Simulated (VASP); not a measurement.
# Au (Im-3m) in VASP: further runs, part 2 of 2

VASP 6.6.1.

## Step 3: Relaxation of cell and atoms, PBEsol

Input file INCAR:

```
SYSTEM = Au
PREC = Accurate
ENCUT = 600
EDIFF = 1E-6
ISMEAR = -1
SIGMA = 0.05
LREAL = .False.
LASPH = .True.
NELM = 100
ALGO = Normal
ISIF = 3
LWAVE = .False.
LCHARG = .False.
GGA = PS
IBRION = 2
NSW = 60
EDIFFG = -0.01
```

Input file KPOINTS:

```
Automatic mesh
0
Gamma
  11 11 11
  0 0 0
```

Input file POSCAR:

```
Au
1.0
   -1.6572690000      1.6572690000      1.6572690000
    1.6572690000     -1.6572690000      1.6572690000
    1.6572690000      1.6572690000     -1.6572690000
Au
1
Direct
    0.0000000000      0.0000000000      0.0000000000
```

Potentials or basis: VASP PAW PBE potentials, release 64 (Au).

The run is started by

```
cat potpaw_PBE.64/Au/POTCAR > POTCAR
mpirun -np 1 vasp_std > vasp.out
```

OUTCAR:

```text
SYSTEM = Au
   PREC = Accurate
   ENCUT = 600
   EDIFF = 1E-6
   ISMEAR = -1
   LREAL = .False.
   LASPH = .True.
   NELM = 100
   ISIF = 3
   GGA = PS
   IBRION = 2
   NSW = 60
   EDIFFG = -0.01

 ion  position               nearest neighbor table
   1  0.000  0.000  0.000-

  LATTYP: Found a body centered cubic cell.
 ALAT       =     3.3145380000

  Lattice vectors:

 A1 = (  -1.6572690000,   1.6572690000,   1.6572690000)
 A2 = (   1.6572690000,  -1.6572690000,   1.6572690000)
 A3 = (   1.6572690000,   1.6572690000,  -1.6572690000)

Analysis of symmetry for initial positions (statically):
=====================================================================
 Subroutine PRICEL returns:
 Original cell was already a primitive cell.

 Routine SETGRP: Setting up the symmetry group for a
 body centered cubic supercell.

 Subroutine GETGRP returns: Found 48 space group operations
 (whereof 48 operations were pure point group operations)
 out of a pool of 48 trial point group operations.

The static configuration has the point symmetry O_h .

Analysis of symmetry for dynamics (positions and initial velocities):
=====================================================================
 Subroutine PRICEL returns:
 Original cell was already a primitive cell.

 Routine SETGRP: Setting up the symmetry group for a
 body centered cubic supercell.

 Subroutine GETGRP returns: Found 48 space group operations
 (whereof 48 operations were pure point group operations)
 out of a pool of 48 trial point group operations.

The dynamic configuration has the point symmetry O_h .

 Subroutine INISYM returns: Found 48 space group operations
 (whereof 48 operations are pure point group operations),
 and found     1 'primitive' translations

----------------------------------------------------------------------------------------

                                     Primitive cell

  volume of cell :      18.2070

  direct lattice vectors                    reciprocal lattice vectors
    -1.657269000  1.657269000  1.657269000     0.000000000  0.301701172  0.301701172
     1.657269000 -1.657269000  1.657269000     0.301701172  0.000000000  0.301701172
     1.657269000  1.657269000 -1.657269000     0.301701172  0.301701172  0.000000000

  length of vectors
     2.870474110  2.870474110  2.870474110     0.426669890  0.426669890  0.426669890

  position of ions in fractional coordinates (direct lattice)
     0.000000000  0.000000000  0.000000000

  ion indices of the primitive-cell ions
   primitive index   ion index
                 1           1

----------------------------------------------------------------------------------------

 KPOINTS: Automatic mesh

Automatic generation of k-mesh.
 Grid dimensions read from file:
 generate k-points for:   11   11   11

 Generating k-lattice:

  Cartesian coordinates                     Fractional coordinates (reciprocal lattice)
     0.000000000  0.027427379  0.027427379     0.090909091  0.000000000  0.000000000
     0.027427379  0.000000000  0.027427379     0.000000000  0.090909091  0.000000000
     0.027427379  0.027427379  0.000000000     0.000000000  0.000000000  0.090909091

  Length of vectors
     0.038788172  0.038788172  0.038788172

  Shift w.r.t. Gamma in fractional coordinates (k-lattice)
     0.000000000  0.000000000  0.000000000

 Subroutine IBZKPT returns following result:
 ===========================================

 Found     56 irreducible k-points:

 Following reciprocal coordinates:
            Coordinates               Weight
  0.000000  0.000000  0.000000      1.000000
  0.090909  0.000000  0.000000     12.000000
  0.181818  0.000000  0.000000     12.000000
  0.272727  0.000000  0.000000     12.000000
  0.363636  0.000000  0.000000     12.000000
  0.454545  0.000000  0.000000     12.000000
[... 16 lines left out ...]
  0.272727  0.181818  0.090909     48.000000
  0.363636  0.181818  0.090909     24.000000
 [... further k-points ...]
   k-points           NKPTS =     56   k-points in BZ     NKDIM =     56   number of bands    NBANDS=      9
   number of dos      NEDOS =    301   number of ions     NIONS =      1
   total plane-waves  NPLWV =  13824
   dimension x,y,z NGX =    24 NGY =   24 NGZ =   24
   dimension x,y,z NGXF=    48 NGYF=   48 NGZF=   48
   ions per type =               1
   NGX,Y,Z   is equivalent  to a cutoff of  13.90, 13.90, 13.90 a.u.
   NGXF,Y,Z  is equivalent  to a cutoff of  27.80, 27.80, 27.80 a.u.
 SYSTEM =  Au
   PREC   = accura    normal or accurate (medium, high low for compatibility)
   ISTART =      0    job   : 0-new  1-cont  2-samecut
   ICHARG =      2    charge: 1-file 2-atom 10-const
   ISPIN  =      1    spin polarized calculation?
   LNONCOLLINEAR =      F non collinear calculations
   LSORBIT =      F    spin-orbit coupling
   LASPH  =      T    aspherical Exc in radial PAW
   ENCUT  =  600.0 eV  44.10 Ry    6.64 a.u.   5.73  5.73  5.73*2*pi/ulx,y,z
   NELM   =    100;   NELMIN=  2; NELMDL= -5     # of ELM steps
   EDIFF  = 0.1E-05   stopping-criterion for ELM
   LREAL  =      F    real-space projection
   EDIFFG = -.1E-01   stopping-criterion for IOM
   NSW    =     60    number of steps for IOM
   IBRION =      2    ionic relax: 0-MD 1-quasi-New 2-CG
   NFREE  =      1    steps in history (QN), initial steepest desc. (CG)
   ISIF   =      3    stress and relaxation
   ISYM   =      2    0-nonsym 1-usesym 2-fastsym
   POTIM  = 0.5000    time-step for ionic-motion
   TEBEG  =    0.0;   TEEND  =   0.0 temperature during run
   PSTRESS=    0.0 pullay stress
   NELECT =      11.0000    total number of electrons
   NUPDOWN=      -1.0000    fix difference up-down
   EMIN   =  10.00;   EMAX   =-10.00  energy-range for DOS
   EFERMI =   0.00;   METHOD = LEGACY
   ISMEAR =    -1;   SIGMA  =   0.05  broadening in eV -4-tet -1-fermi 0-gaus
   EFERMI_NEDOS =   21; number of points for ismear=-14 and -15
   IALGO  =     38    algorithm
   IMIX   =      4    mixing-type and parameters
     AMIX     =   0.40;   BMIX     =  1.00
     AMIX_MAG =   1.60;   BMIX_MAG =  1.00
  volume/ion in A,a.u.               =      18.21       122.87
  Fermi-wavevector in a.u.,A,eV,Ry     =   1.383968  2.615320 26.060157  1.915367
  Thomas-Fermi vector in A             =   2.508516
   LORBIT       =      0    0 simple, 1 ext, 2 COOP (PROOUT), +10 PAW based schemes
   GGA     = PS    functional components
   LHFCALC =     F    Hartree Fock is set to
   AEXX    =    0.0000 exact exchange contribution
   IVDW    =     0    specifies the selected vdW correction
   LEPSILON=     F    determine dielectric tensor
   LRPA    =     F    only Hartree local field effects (RPA)
 conjugate gradient relaxation of ions
 non-spin polarized calculation
  energy-cutoff  :      600.00
  volume of cell :       18.21
 maximum number of plane-waves:       621
   NGX = 11   NGY = 11   NGZ = 11

--------------------------------------- Ionic step        1  -------------------------------------------

 number of electron      10.9999998 magnetization

 Free energy of the ion-electron system (eV)
  ---------------------------------------------------
  ext. energy  EPLUGINS =         0.00000000
  ---------------------------------------------------
  free energy    TOTEN  =        -3.86168111 eV

  energy without entropy =       -3.85576485  energy(sigma->0) =       -3.85872298

------------------------ aborting loop because EDIFF is reached ----------------------------------------

  FORCE on cell =-STRESS in cart. coord.  units (eV):
  Direction    XX          YY          ZZ          XY          YZ          ZX
  --------------------------------------------------------------------------------------
  -------------------------------------------------------------------------------------
  Total       -1.0218283     -1.0218283     -1.0218283      0.0000000      0.0000000      0.0000000
  in kB      -89.9185891    -89.9185891    -89.9185891      0.0000000      0.0000000      0.0000000
  external PRESSURE =     -89.9185891 kB  Pullay stress =       0.0000000 kB
[... 20 lines left out ...]
  energy  without entropy=       -3.8557648499  energy(sigma->0) =       -3.85872298

--------------------------------------- Ionic step        2  -------------------------------------------

 number of electron      11.0000001 magnetization

 E-fermi :  10.6149     XC(G=0): -13.3979

 val. band max:       10.5958149684   @ k =  -0.3636   0.3636   0.2727
 cond. band min:      10.6678313379   @ k =  -0.3636   0.4545   0.0909
 fundamental gap:      0.0720163695
 Fermi energy:        10.6148573410

 k-point     1 :       0.0000    0.0000    0.0000
  band No.  band energies     occupation
      1      -0.0783      2.00000
      2       5.4148      2.00000
      3       5.4148      2.00000
      4       5.4148      2.00000
      5       7.6497      2.00000
      6       7.6497      2.00000
      7      27.2492      0.00000
      8      27.2492      0.00000
      9      27.2492      0.00000
[... 343 lines left out ...]
  energy  without entropy=       -3.8904972279  energy(sigma->0) =       -3.89323610

--------------------------------------- Ionic step        4  -------------------------------------------

 number of electron      11.0000001 magnetization

 Free energy of the ion-electron system (eV)
  ---------------------------------------------------
  ext. energy  EPLUGINS =         0.00000000
  ---------------------------------------------------
  free energy    TOTEN  =        -3.89599224 eV

  energy without entropy =       -3.89053951  energy(sigma->0) =       -3.89326588

 E-fermi :   9.0942     XC(G=0): -12.8749

 val. band max:        9.0855053068   @ k =  -0.3636   0.3636   0.2727
 cond. band min:       9.1203869583   @ k =  -0.3636   0.4545   0.0909
 fundamental gap:      0.0348816515
 Fermi energy:         9.0942181674

 k-point     1 :       0.0000    0.0000    0.0000
  band No.  band energies     occupation
      1      -0.6424      2.00000
      2       4.4059      2.00000
      3       4.4059      2.00000
      4       4.4059      2.00000
      5       6.3507      2.00000
      6       6.3507      2.00000
      7      25.7454      0.00000
      8      25.7454      0.00000
      9      25.7454      0.00000
[... 304 lines left out ...]
  FREE ENERGIE OF THE ION-ELECTRON SYSTEM (eV)
  ---------------------------------------------------
  free  energy   TOTEN  =        -3.8959922441 eV

  energy  without entropy=       -3.8905395136  energy(sigma->0) =       -3.89326588

 reached required accuracy - stopping structural energy minimisation
```

OSZICAR:

```text
N       E                     dE             d eps       ncg     rms          rms(c)
DAV:   1     0.514670529371E+02    0.51467E+02   -0.62643E+03  1024   0.122E+03
DAV:   2    -0.368270231436E+01   -0.55150E+02   -0.52467E+02  1056   0.217E+02
[... 28 lines left out ...]
   3 F= -.38959750E+01 E0= -.38932361E+01  d E =-.342939E-01
       N       E                     dE             d eps       ncg     rms          rms(c)
DAV:   1    -0.389619801627E+01   -0.22325E-03   -0.42913E-03  1014   0.729E-01    0.863E-02
DAV:   2    -0.389599850081E+01    0.19952E-03   -0.70474E-04  1013   0.254E-01    0.349E-02
DAV:   3    -0.389599141149E+01    0.70893E-05   -0.35856E-05  1040   0.544E-02    0.256E-02
DAV:   4    -0.389599224407E+01   -0.83258E-06   -0.14955E-06  1040   0.105E-02
   4 F= -.38959922E+01 E0= -.38932659E+01  d E =-.343111E-01
```

Run time: 9.1 s. Hardware: 1 thread of Intel Xeon 6975P-C (Granite Rapids), shared host; peak memory 0.16 GiB.

Results:

```yaml
Free_energy: -3.8960 eV
Relaxed_volume: 17.07 Å³/atom
Relaxed_cell: a = 2.810 Å, b = 2.810 Å, c = 2.810 Å, α = 109.47°, β = 109.47°, γ = 109.47°
Space_group_after_relaxing_to_0.05_Å: Im-3m (No. 229)
Energy_gained_by_relaxing: 34.3 meV/atom
Ionic_steps: 4
Pressure_after_relaxing: 0.0 GPa
```

The path:
| step | energy change (eV) | largest force (eV/Å) | pressure (GPa) | volume (Å³) |
| --- | --- | --- | --- | --- |
| 1 | 0.0000 | 0.0000 | -8.99 | 18.21 |
| 2 | 0.0428 | 0.0000 | 19.17 | 15.64 |
| 3 | -0.0343 | 0.0000 | -0.23 | 17.10 |
| 4 | -0.0343 | 0.0000 | -0.03 | 17.07 |

Final structure:
```yaml
crystal:
  lattice:
    - [-1.62214, 1.62214, 1.62214]
    - [1.62214, -1.62214, 1.62214]
    - [1.62214, 1.62214, -1.62214]
  atoms:
    - { symbol: Au, position: [0.00000, 0.00000, 0.00000] }
```

Caveat: the PAW data sets were made with another functional, which shifts forces and pressure a little; spin-orbit coupling is left out, which moves the levels of the heavy elements.

## Step 4: Relaxation of cell and atoms, RPBE

Input file INCAR:

```
SYSTEM = Au
PREC = Accurate
ENCUT = 600
EDIFF = 1E-6
ISMEAR = -1
SIGMA = 0.05
LREAL = .FALSE.
LASPH = .TRUE.
NELM = 100
ALGO = Normal
ISIF = 3
LWAVE = .FALSE.
LCHARG = .FALSE.
GGA = RP
IBRION = 2
NSW = 60
EDIFFG = -0.01
```

Input file KPOINTS:

```
regular mesh
0
G
  11 11 11
  0 0 0
```

POSCAR is that of step 3.

The run is started by

```
cat potpaw_PBE.64/Au/POTCAR > POTCAR
mpirun -np 1 vasp_std > vasp.out
```

Run time: 7.3 s. Hardware: 1 thread of Intel Xeon 6975P-C (Granite Rapids), shared host; peak memory 0.15 GiB.

The run converged. Its results:

- Free energy: -2.6154 eV
- Relaxed volume: 18.62 Å³/atom
- Relaxed cell: a = 2.892 Å, b = 2.892 Å, c = 2.892 Å, α = 109.47°, β = 109.47°, γ = 109.47°
- Space group after relaxing (to 0.05 Å): Im-3m (No. 229)
- Energy gained by relaxing: 3.5 meV/atom
- Ionic steps: 3
- Pressure after relaxing: 0.0 GPa

The path:
```tsv
step	energy change (eV)	largest force (eV/Å)	pressure (GPa)	volume (Å³)
1	0.0000	0.0000	2.79	18.21
2	0.0001	0.0000	-2.55	19.06
3	-0.0035	0.0000	0.00	18.62
```

Final structure:
```
Au
1.0
    -1.66967    1.66967    1.66967
     1.66967   -1.66967    1.66967
     1.66967    1.66967   -1.66967
Au
1
Direct
  0.00000 0.00000 0.00000
```

Levels at points of the mesh, in eV from the Fermi level:
```csv
k point,band 1,band 2,band 3,band 4,band 5,band 6,band 7,band 8,band 9
"(0.00, 0.00, 0.00)",-8.82,-4.31,-4.31,-4.31,-2.64,-2.64,16.57,16.57,16.57
```

Caveat: the PAW data sets were made with another functional, which shifts forces and pressure a little; spin-orbit coupling is left out, which moves the levels of the heavy elements.

## Step 5: The runs side by side

| level | gap on the mesh (eV) | pressure (GPa) | relaxed volume (Å³/atom) |
| --- | --- | --- | --- |
| PBE | none | 0.0 | 18.06 |
| PBEsol | none | 0.0 | 17.07 |
| RPBE | none | 0.0 | 18.62 |

Alike in all rows: task relaxation of cell and atoms; potentials or basis VASP PAW PBE potentials, release 64 (Au); no spin polarisation; cell relaxed; k mesh 11 × 11 × 11; cutoff (eV) 600; smearing fermi-dirac 0.05 eV.

Caveats: spin-orbit coupling is left out, which moves the levels of the heavy elements; the PAW data sets were made with another functional, which shifts forces and pressure a little (some runs).

Total energies depend on the potentials used, so only differences within one code and one set of settings carry meaning.
